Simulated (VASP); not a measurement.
A run of VASP 6.6.1 is set up as follows.

The input INCAR:

```
ALGO = Normal ; EDIFF = 1E-6
ENCUT = 520 ; GGA = CA
GGA_COMPAT = False ; ISIF = 2
ISMEAR = -1 ; LASPH = True
LCHARG = True ; LORBIT = 11
LORBMOM = True ; LREAL = False
LSORBIT = True ; LVHAR = True
LWAVE = False ; MAGMOM = 0 0 0 0 0 0
NBANDS = 22 ; NELM = 150
PREC = Accurate ; SIGMA = 0.05
```

File KPOINTS:

```
k-points
0
Gamma
  6 6 6
```

File POSCAR:

```
Sb
1.0
    2.1542000000      1.2437279499      3.7580000000
   -2.1542000000      1.2437279499      3.7580000000
    0.0000000000     -2.4874558998      3.7580000000
Sb
2
Direct
    0.7665100000      0.7665100000      0.7665100000
    0.2334900000      0.2334900000      0.2334900000
```

Potentials or basis: VASP PAW LDA potentials, release 64 (Sb).

Command:

```console
$ cat potpaw_LDA.64/Sb/POTCAR > POTCAR
$ mpirun -np 1 vasp_ncl > vasp.out
```

(1) Predict the pressure.

(2) Predict the net moment.

(3) Predict the largest force.

## Answers

(1) -0.8 GPa.

(2) 0.00 μB per cell.

(3) 0.005 eV/Å.
